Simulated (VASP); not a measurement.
Input of a VASP 6.6.1 run:

File INCAR:

```
  PREC = Accurate
  ENCUT = 520
  EDIFF = 1E-6
  ISMEAR = 1
  SIGMA = 0.1
  LREAL = Auto
  LASPH = T
  NELM = 80
  ALGO = Normal
  ISIF = 2
  LWAVE = F
  LCHARG = F
  GGA = PE
  NBANDS = 80
```

Contents of KPOINTS:

```
Automatic mesh
0
Gamma
  3 3 3
```

The input POSCAR:

```
Ir
1.0
   -3.8700194500      3.8700194500      3.8700194500
    3.8700194500     -3.8700194500      3.8700194500
    3.8700194500      3.8700194500     -3.8700194500
Ir
15
Direct
    0.1834994654      0.3742247342      0.1913394776
   -0.0052128937      0.2466925586      0.7370681302
    0.0056409277      0.4999498129      0.4949393730
    0.0054539778      0.7493877066      0.2459977301
    0.2429787530     -0.0085759259      0.7490172950
    0.2578083942      0.2465809313      0.5146869481
    0.2471574142      0.7499317607      0.0028928795
    0.5014092371     -0.0020197573      0.4970734708
    0.5102246967      0.2466973390      0.2524581627
    0.4959026756      0.5016167296      0.0062827850
    0.5039448833      0.7493710400      0.7444794625
    0.7515743881     -0.0058004876      0.2432211290
    0.7324300399      0.2465789933     -0.0107107989
    0.7545323836      0.5056466835      0.7516144396
    0.7475589044      0.7498875749      0.5032835171
```

Potentials or basis: VASP PAW PBE potentials, release 64 (Ir).

Command:

```bash
$ cat potpaw_PBE.64/Ir/POTCAR > POTCAR
$ mpirun -np 1 vasp_std > vasp.out
```

What does it give for the band gap on the k mesh?

Zero (an odd number of electrons rules out a gap without spin polarisation).

Predict the largest force.

3.056 eV/Å.

Stress tensor (GPa, compression positive):
```
-6.17  0.00  0.98
 0.00 -1.48  0.00
 0.98  0.00 -6.13
```

Caveat: the k points lie up to 0.38 Å⁻¹ apart, too coarse for converged energies and pressures of a metal; spin-orbit coupling is left out, which moves the levels of the heavy elements.
